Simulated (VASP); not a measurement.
# Si2Mo in VASP: further runs

Runs on Si2Mo. Level: PBEsol. Tasks: single point.

Program: VASP 6.6.1. These are calculated values, not measurements. Logs are shortened: lines on timing, memory, paths and dates and some standing lists are left out, and cuts for length are marked.

## 1. The cell of the first run

The cell holds a slab with vacuum, 9 atoms: a = 3.081 Å, b = 3.081 Å, c = 34.605 Å, α = 90.00°, β = 90.00°, γ = 90.00°.

## 2. Single point, PBEsol

INCAR

```
SYSTEM = Si2Mo
  ALGO = Normal
  DIPOL = 0.5 0.5 0.631
  EDIFF = 1E-6
  ENCUT = 520
  GGA = PS
  IDIPOL = 3
  ISIF = 2
  ISMEAR = 0
  LASPH = .True.
  LCHARG = .True.
  LDIPOL = .True.
  LELF = .True.
  LREAL = .False.
  LVACPOTAV = .True.
  LVHAR = .True.
  LWAVE = .False.
  NBANDS = 43
  NELM = 60
  PREC = Accurate
  SIGMA = 0.1
```

KPOINTS

```
k-points
0
Gamma
  11 11 1
  0 0 0
```

POSCAR

```
Si2Mo
1.0
    3.0806203186      0.0000000000      0.0000000000
    0.0000000000      3.0806203186      0.0000000000
    0.0000000000      0.0000000000     34.6053561983
Si Mo
6 3
Direct
    0.4999935249      0.5000065594      0.4797711911
    0.4999935578      0.5000065959      0.5546864898
    0.9999935210      0.0000065150      0.5936104588
    0.9999934004      0.0000065463      0.6699739153
    0.4999933216      0.5000065800      0.7084691003
    0.4999932788      0.5000066070      0.7830182749
   -0.0000064626      1.0000066818      0.5166124896
    0.4999934706      0.5000064969      0.6314746613
    0.9999933335      0.0000065615      0.7453322416
```

Potentials or basis: VASP PAW PBE potentials, release 64 (Si, Mo_sv).

Command:

```
$ cat potpaw_PBE.64/Si/POTCAR potpaw_PBE.64/Mo_sv/POTCAR > POTCAR
$ mpirun -np 1 vasp_std > vasp.out
```

OUTCAR:

```text
SYSTEM = Si2Mo
   EDIFF = 1E-6
   ENCUT = 520
   GGA = PS
   ISIF = 2
   ISMEAR = 0
   LASPH = .True.
   LREAL = .False.
   NELM = 60
   PREC = Accurate

 ion  position               nearest neighbor table
   1  0.500  0.500  0.480-   7 2.52   7 2.52   7 2.52   7 2.52   2 2.59
   2  0.500  0.500  0.555-   7 2.55   7 2.55   7 2.55   7 2.55   3 2.56   3 2.56   3 2.56   3 2.56
                             1 2.59   8 2.66
   3  1.000  0.000  0.594-   8 2.54   8 2.54   8 2.54   8 2.54   2 2.56   2 2.56   2 2.56   2 2.56
                             4 2.64   7 2.66
   4  1.000  0.000  0.670-   5 2.55   5 2.55   5 2.55   5 2.55   8 2.55   8 2.55   8 2.55   8 2.55
                             9 2.61   3 2.64
   5  0.500  0.500  0.708-   9 2.52   9 2.52   9 2.52   9 2.52   4 2.55   4 2.55   4 2.55   4 2.55
                             6 2.58   8 2.66
   6  0.500  0.500  0.783-   9 2.54   9 2.54   9 2.54   9 2.54   5 2.58
   7  1.000  0.000  0.517-   1 2.52   1 2.52   1 2.52   1 2.52   2 2.55   2 2.55   2 2.55   2 2.55
                             3 2.66
   8  0.500  0.500  0.631-   3 2.54   3 2.54   3 2.54   3 2.54   4 2.55   4 2.55   4 2.55   4 2.55
                             2 2.66   5 2.66
   9  1.000  0.000  0.745-   5 2.52   5 2.52   5 2.52   5 2.52   6 2.54   6 2.54   6 2.54   6 2.54
                             4 2.61

  LATTYP: Found a simple tetragonal cell.
 ALAT       =     3.0806203186
 C/A-ratio  =    11.2332428600

  Lattice vectors:

 A1 = (   3.0806203186,   0.0000000000,   0.0000000000)
 A2 = (   0.0000000000,   3.0806203186,   0.0000000000)
 A3 = (   0.0000000000,   0.0000000000,  34.6053561983)

Analysis of symmetry for initial positions (statically):
=====================================================================
 Subroutine PRICEL returns:
 Original cell was already a primitive cell.

 Routine SETGRP: Setting up the symmetry group for a
 simple tetragonal supercell.

 Subroutine GETGRP returns: Found  8 space group operations
 (whereof  2 operations were pure point group operations)
 out of a pool of 16 trial point group operations.

The static configuration has the point symmetry C_1h.
 The point group associated with its full space group is C_4v.

Analysis of symmetry for dynamics (positions and initial velocities):
=====================================================================
 Subroutine PRICEL returns:
 Original cell was already a primitive cell.

 Routine SETGRP: Setting up the symmetry group for a
 simple tetragonal supercell.

 Subroutine GETGRP returns: Found  8 space group operations
 (whereof  2 operations were pure point group operations)
 out of a pool of 16 trial point group operations.

The dynamic configuration has the point symmetry C_1h.
 The point group associated with its full space group is C_4v.

 Subroutine INISYM returns: Found  8 space group operations
 (whereof  2 operations are pure point group operations),
 and found     1 'primitive' translations

----------------------------------------------------------------------------------------

                                     Primitive cell

  volume of cell :     328.4125

  direct lattice vectors                    reciprocal lattice vectors
     3.080620319  0.000000000  0.000000000     0.324609948  0.000000000  0.000000000
     0.000000000  3.080620319  0.000000000     0.000000000  0.324609948  0.000000000
     0.000000000  0.000000000 34.605356198     0.000000000  0.000000000  0.028897261

  length of vectors
     3.080620319  3.080620319 34.605356198     0.324609948  0.324609948  0.028897261

  position of ions in fractional coordinates (direct lattice)
     0.499993525  0.500006559  0.479771191
     0.499993558  0.500006596  0.554686490
     0.999993521  0.000006515  0.593610459
     0.999993400  0.000006546  0.669973915
     0.499993322  0.500006580  0.708469100
     0.499993279  0.500006607  0.783018275
     0.999993537  0.000006682  0.516612490
     0.499993471  0.500006497  0.631474661
     0.999993334  0.000006562  0.745332242

  ion indices of the primitive-cell ions
   primitive index   ion index
                 1           1
                 2           2
                 3           3
                 4           4
                 5           5
                 6           6
                 7           7
                 8           8
                 9           9

----------------------------------------------------------------------------------------

 KPOINTS: k-points

Automatic generation of k-mesh.
 Grid dimensions read from file:
 generate k-points for:   11   11    1

 Generating k-lattice:

  Cartesian coordinates                     Fractional coordinates (reciprocal lattice)
     0.029509995  0.000000000  0.000000000     0.090909091  0.000000000  0.000000000
     0.000000000  0.029509995  0.000000000     0.000000000  0.090909091  0.000000000
     0.000000000  0.000000000  0.028897261     0.000000000  0.000000000  1.000000000

  Length of vectors
     0.029509995  0.029509995  0.028897261

  Shift w.r.t. Gamma in fractional coordinates (k-lattice)
     0.000000000  0.000000000  0.000000000

 Subroutine IBZKPT returns following result:
 ===========================================

 Found     21 irreducible k-points:

 Following reciprocal coordinates:
            Coordinates               Weight
  0.000000  0.000000  0.000000      1.000000
  0.090909  0.000000  0.000000      4.000000
  0.181818  0.000000  0.000000      4.000000
  0.272727  0.000000  0.000000      4.000000
  0.363636  0.000000  0.000000      4.000000
  0.454545  0.000000  0.000000      4.000000
[... 13 lines left out ...]
  0.454545  0.363636  0.000000      8.000000
  0.454545  0.454545  0.000000      4.000000
   k-points           NKPTS =     21   k-points in BZ     NKDIM =     21   number of bands    NBANDS=     43
   number of dos      NEDOS =    301   number of ions     NIONS =      9
   total plane-waves  NPLWV = 155520
   dimension x,y,z NGX =    24 NGY =   24 NGZ =  270
   dimension x,y,z NGXF=    48 NGYF=   48 NGZF=  540
   ions per type =               6   3
   NGX,Y,Z   is equivalent  to a cutoff of  12.95, 12.95, 12.97 a.u.
   NGXF,Y,Z  is equivalent  to a cutoff of  25.90, 25.90, 25.94 a.u.
 SYSTEM =  Si2Mo
   PREC   = accura    normal or accurate (medium, high low for compatibility)
   ISTART =      0    job   : 0-new  1-cont  2-samecut
   ICHARG =      2    charge: 1-file 2-atom 10-const
   ISPIN  =      1    spin polarized calculation?
   LNONCOLLINEAR =      F non collinear calculations
   LSORBIT =      F    spin-orbit coupling
   LASPH  =      T    aspherical Exc in radial PAW
   ENCUT  =  520.0 eV  38.22 Ry    6.18 a.u.   5.73  5.73 64.34*2*pi/ulx,y,z
   NELM   =     60;   NELMIN=  2; NELMDL= -5     # of ELM steps
   EDIFF  = 0.1E-05   stopping-criterion for ELM
   LREAL  =      F    real-space projection
   EDIFFG = 0.1E-04   stopping-criterion for IOM
   NSW    =      0    number of steps for IOM
   IBRION =     -1    ionic relax: 0-MD 1-quasi-New 2-CG
   NFREE  =      0    steps in history (QN), initial steepest desc. (CG)
   ISIF   =      2    stress and relaxation
   ISYM   =      2    0-nonsym 1-usesym 2-fastsym
   POTIM  = 0.5000    time-step for ionic-motion
   TEBEG  =    0.0;   TEEND  =   0.0 temperature during run
   PSTRESS=    0.0 pullay stress
   NELECT =      66.0000    total number of electrons
   NUPDOWN=      -1.0000    fix difference up-down
   EMIN   =  10.00;   EMAX   =-10.00  energy-range for DOS
   EFERMI =   0.00;   METHOD = LEGACY
   ISMEAR =     0;   SIGMA  =   0.10  broadening in eV -4-tet -1-fermi 0-gaus
   EFERMI_NEDOS =   21; number of points for ismear=-14 and -15
   IALGO  =     38    algorithm
   IMIX   =      4    mixing-type and parameters
     AMIX     =   0.40;   BMIX     =  1.00
     AMIX_MAG =   1.60;   BMIX_MAG =  1.00
  volume/ion in A,a.u.               =      36.49       246.25
  Fermi-wavevector in a.u.,A,eV,Ry     =   0.958921  1.812098 12.510963  0.919530
  Thomas-Fermi vector in A             =   2.088071
   LORBIT       =      0    0 simple, 1 ext, 2 COOP (PROOUT), +10 PAW based schemes
   GGA     = PS    functional components
   LHFCALC =     F    Hartree Fock is set to
   AEXX    =    0.0000 exact exchange contribution
   IVDW    =     0    specifies the selected vdW correction
   LEPSILON=     F    determine dielectric tensor
   LRPA    =     F    only Hartree local field effects (RPA)
 non-spin polarized calculation
 Gauss-broadening in eV      SIGMA  =   0.10
  energy-cutoff  :      520.00
  volume of cell :      328.41
 maximum number of plane-waves:      8906
 NGX is ok and might be reduce to    24
   NGX = 11   NGY = 11   NGZ =129

 dipolmoment           0.000000      0.000000     -0.000018 electrons x Angstroem

 number of electron      65.9999991 magnetization

 dipolmoment           0.000000      0.000000      0.000955 electrons x Angstroem

 Free energy of the ion-electron system (eV)
  ---------------------------------------------------
  ext. energy  EPLUGINS =         0.00000000
  ---------------------------------------------------
  free energy    TOTEN  =       -71.50513951 eV

  energy without entropy =      -71.48965004  energy(sigma->0) =      -71.49739477

 E-fermi :   1.5877     XC(G=0):  -5.0400

 val. band max:        1.5443483491   @ k =   0.4545   0.0909   0.0000
 cond. band min:       1.6106180881   @ k =   0.4545   0.0909   0.0000
 fundamental gap:      0.0662697390
 Fermi energy:         1.5877159949

 k-point     1 :       0.0000    0.0000    0.0000
  band No.  band energies     occupation
      1     -58.7552      2.00000
      2     -58.7496      2.00000
      3     -58.7345      2.00000
      4     -33.0173      2.00000
      5     -32.9994      2.00000
      6     -32.9854      2.00000
[... 35 lines left out ...]
     42       5.4284      0.00000
     43       5.4366      0.00000
[... 879 lines left out ...]
      3     -58.6747      2.00000
      4     -33.1517      2.00000
      5     -33.1506      2.00000
      6     -33.1471      2.00000
[... 35 lines left out ...]
     42       5.3928      0.00000
     43       5.5079      0.00000

------------------------ aborting loop because EDIFF is reached ----------------------------------------

  FORCE on cell =-STRESS in cart. coord.  units (eV):
  Direction    XX          YY          ZZ          XY          YZ          ZX
  --------------------------------------------------------------------------------------
  -------------------------------------------------------------------------------------
  Total       11.3818068     11.3818068     -0.2173424      0.0000000      0.0000000     -0.0000000
  in kB       55.5267324     55.5267324     -1.0603160      0.0000000      0.0000000     -0.0000000
  external PRESSURE =      36.6643829 kB  Pullay stress =       0.0000000 kB

 VOLUME and BASIS-vectors are now :
 -----------------------------------------------------------------------------
  energy-cutoff  :      520.00
  volume of cell :      328.41
      direct lattice vectors                 reciprocal lattice vectors
     3.080620319  0.000000000  0.000000000     0.324609948  0.000000000  0.000000000
     0.000000000  3.080620319  0.000000000     0.000000000  0.324609948  0.000000000
     0.000000000  0.000000000 34.605356198     0.000000000  0.000000000  0.028897261

 POSITION                                       TOTAL-FORCE (eV/Angst)
 -----------------------------------------------------------------------------------
      1.54029      1.54033     16.60265        -0.000000     -0.000000     -0.071864
      1.54029      1.54033     19.19512        -0.000000     -0.000000     -0.203197
      3.08060      0.00002     20.54210        -0.000000     -0.000000     -0.254569
      3.08060      0.00002     23.18469        -0.000000      0.000000      0.000502
      1.54029      1.54033     24.51683        -0.000000     -0.000000     -0.035765
      1.54029      1.54033     27.09663        -0.000000     -0.000000      0.010177
      3.08060      0.00002     17.87756        -0.000000     -0.000000      0.434700
      1.54029      1.54033     21.85241         0.000000     -0.000000      0.034561
      3.08060      0.00002     25.79249        -0.000000      0.000000      0.085456
 -----------------------------------------------------------------------------------
    total drift:                               -0.001710      0.000373     -0.000020

  FREE ENERGIE OF THE ION-ELECTRON SYSTEM (eV)
  ---------------------------------------------------
  free  energy   TOTEN  =       -71.5051395085 eV

  energy  without entropy=      -71.4896500390  energy(sigma->0) =      -71.49739477

 vacuum level on the upper side and lower side of the slab         6.076         6.058
```

It took 7.4 min on 1 thread of Intel Xeon Platinum 8559C (Emerald Rapids), shared host; peak memory 0.5 GiB.

What came out:

```yaml
Free_energy: -71.5051 eV
Largest_force: 0.435 eV/Å
Band_gap_on_the_k_mesh: zero (band 33 reaches 2.51 eV, above the bottom of band 34 at 1.48 eV)
```

Forces on the atoms (eV/Å):
```
Si   0.000  0.000 -0.072
Si   0.000  0.000 -0.203
Si   0.000  0.000 -0.255
Si   0.000  0.000  0.001
Si   0.000  0.000 -0.036
Si   0.000  0.000  0.010
Mo   0.000  0.000  0.435
Mo   0.000  0.000  0.035
Mo   0.000  0.000  0.085
```

Levels at points of the mesh, in eV from the Fermi level:
| k point | band 30 | band 31 | band 32 | band 33 | band 34 | band 35 | band 36 | band 37 |
| --- | --- | --- | --- | --- | --- | --- | --- | --- |
| (0.00, 0.00, 0.00) | -0.60 | 0.87 | 0.89 | 0.92 | 0.98 | 1.00 | 1.08 | 1.08 |

Caveat: the PAW data sets were made with another functional, which shifts forces and pressure a little.

## 3. Single point, PBEsol

This run uses another cell than the first one, of 37.41 Å³/atom, 1.025 times its volume.

INCAR

```
PREC = Accurate ; ENCUT = 520
EDIFF = 1E-7 ; ISMEAR = 0
SIGMA = 0.1 ; LREAL = False
LASPH = True ; NELM = 100
ALGO = Normal ; ISIF = 2
LWAVE = False ; LCHARG = True
LDIPOL = True ; IDIPOL = 3
DIPOL = 0.5 0.5 0.640 ; GGA = PS
LELF = True ; LVHAR = True
LVACPOTAV = True ; NBANDS = 43
```

KPOINTS

```
regular mesh
0
Gamma
  11 11 1
```

POSCAR

```
Si2Mo
1.0
    3.0806203186      0.0000000000      0.0000000000
    0.0000000000      3.0806203186      0.0000000000
    0.0000000000      0.0000000000     35.4753561983
Si Mo
6 3
Direct
   -0.0000063524      0.0000073968      0.4897836153
   -0.0000061825      1.0000071262      0.5649377630
    0.4999934952      0.5000073778      0.6025191170
    0.4999936311      0.5000072907      0.6774742443
    0.9999933641      0.0000075558      0.7150612147
    0.9999934500      0.0000074758      0.7878866245
    0.4999935946      0.5000072284      0.5289146515
    0.9999935808      0.0000073261      0.6401095939
    0.4999935664      0.5000073561      0.7512522336
```

Potentials or basis: VASP PAW PBE potentials, release 64 (Si, Mo_sv).

Command:

```
$ cat potpaw_PBE.64/Si/POTCAR potpaw_PBE.64/Mo_sv/POTCAR > POTCAR
$ mpirun -np 1 vasp_std > vasp.out
```

It took 9.4 min on 1 thread of Intel Xeon Platinum 8559C (Emerald Rapids), shared host; peak memory 0.5 GiB.

The run converged. Its results:

```
Free energy            : -71.4888 eV
Largest force          : 0.521 eV/Å
Band gap on the k mesh : zero (band 33 reaches 2.33 eV, above the bottom of band 34 at 1.33 eV)
```

Forces in eV/Å, atoms in the order of the input:
```
Si   0.000  0.000  0.521
Si   0.000  0.000 -0.191
Si   0.000  0.000  0.028
Si   0.000  0.000  0.001
Si   0.000  0.000 -0.006
Si   0.000  0.000  0.011
Mo   0.000  0.000 -0.370
Mo   0.000  0.000 -0.036
Mo   0.000  0.000  0.042
```

Levels at points of the mesh, in eV from the Fermi level:
| k point | band 31 | band 32 | band 33 | band 34 | band 35 | band 36 |
| --- | --- | --- | --- | --- | --- | --- |
| (0.00, 0.00, 0.00) | 0.58 | 0.90 | 0.92 | 1.00 | 1.07 | 1.15 |

Caveat: the PAW data sets were made with another functional, which shifts forces and pressure a little.
